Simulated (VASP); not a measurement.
Wanted: the native input for a VASP 6.6.1 run.

| Item | Value |
| --- | --- |
| Task | single point |
| Functional | PBE |
| Potentials or basis | VASP PAW PBE potentials, release 64 (C, N, H) |
| Cutoff | 520 eV |
| k mesh | 1 × 1 × 1 |
| Occupations | fermi-dirac, width 0.02 eV |
| Spin | no spin polarisation |
| Dipole correction | no |
| Further INCAR settings | LREAL = Auto; ALGO = Normal; EDIFF = 1e-06; NBANDS = 72 |

The structure of H3C2N lies in POSCAR:

```
H3C2N
1.0
    8.3116590000      0.0000000000      0.0000000000
    0.0000000000      8.3116590000      0.0000000000
    0.0000000000      0.0000000000      8.3116590000
C N H
12 6 18
Direct
    1.0275565925      0.5704637305      0.4518472185
    0.9356254870      0.5825792420      0.2961863570
    0.4195191357      0.9219098137      0.5881497304
    0.2400603778      0.9415087890      0.5741092121
    0.1263165392      0.4065253399      0.8661928984
    0.2789695776      0.4023504814      0.7849816745
    0.8597802196      0.8119678635      0.8125694281
    0.7822024460      0.9424592611      0.9100108655
    0.5169244792      0.6514944850      0.0102145673
    0.4311413642      0.7121321989      0.1434130058
    0.6674840727      0.2833850619      0.3476562260
    0.4886870359      0.2410469438      0.3335796139
    0.8785370045      0.6124890350      0.1756689008
    0.1033848958      0.9499788189      0.5652421496
    0.3932307618      0.3557532858      0.7109170383
    0.7287113198      1.0467104100      0.9895738023
    0.3614922123      0.7793510297      0.2416485084
    0.3604214273      0.2198357753      0.2796794238
    1.0112902851      0.4549151980      0.5269224832
    1.1487357698      0.5755168733      0.3902590325
    1.0159103014      0.6627678060      0.5357414206
    0.4742855788      0.9883947356      0.4905879801
    0.4447246933      0.9710335807      0.7061045214
    0.4431606253      0.7893249711      0.5707284190
    0.0920634497      0.5237702846      0.9029845907
    0.0463204759      0.3527214001      0.7783764950
    0.1398517432      0.3237981731      0.9762912555
    0.7681619277      0.7656233250      0.7289639770
    0.9565719672      0.8565798958      0.7523768721
    0.8950319064      0.7092326574      0.8994112968
    0.6548391843      0.6734515937      0.0171445917
    0.4751638632      0.5228077812     -0.0096972217
    0.4831165475      0.7378791647     -0.0932425163
    0.7084987486      0.3495571702      0.2407461615
    0.6852783542      0.3569925090      0.4633611653
    0.7608108080      0.1831403334      0.3577143865
```

One way to write it, as run:

INCAR

```
  ALGO = Normal
  EDIFF = 1E-6
  ENCUT = 520
  GGA = PE
  ISIF = 2
  ISMEAR = -1
  LASPH = T
  LCHARG = F
  LREAL = Auto
  LWAVE = F
  NBANDS = 72
  NELM = 100
  PREC = Accurate
  SIGMA = 0.02
```

KPOINTS

```
k-points
0
Gamma
  1 1 1
```

Potentials or basis: VASP PAW PBE potentials, release 64 (C, N, H).

Launch:

```console
$ cat potpaw_PBE.64/C/POTCAR potpaw_PBE.64/N/POTCAR potpaw_PBE.64/H/POTCAR > POTCAR
$ mpirun -np 1 vasp_gam > vasp.out
```

Results of the run:

```yaml
Pressure: -0.5 GPa
Largest_force: 5.422 eV/Å
Band_gap_on_the_k_mesh: 5.99 eV
```

Caveat: the k points lie up to 0.76 Å⁻¹ apart.

Wall time 88 s on 1 thread of Intel(R) Xeon(R) Platinum 8259CL CPU @ 2.50GHz (Skylake/Cascade Lake) (shared host), peak memory 0.54 GiB.
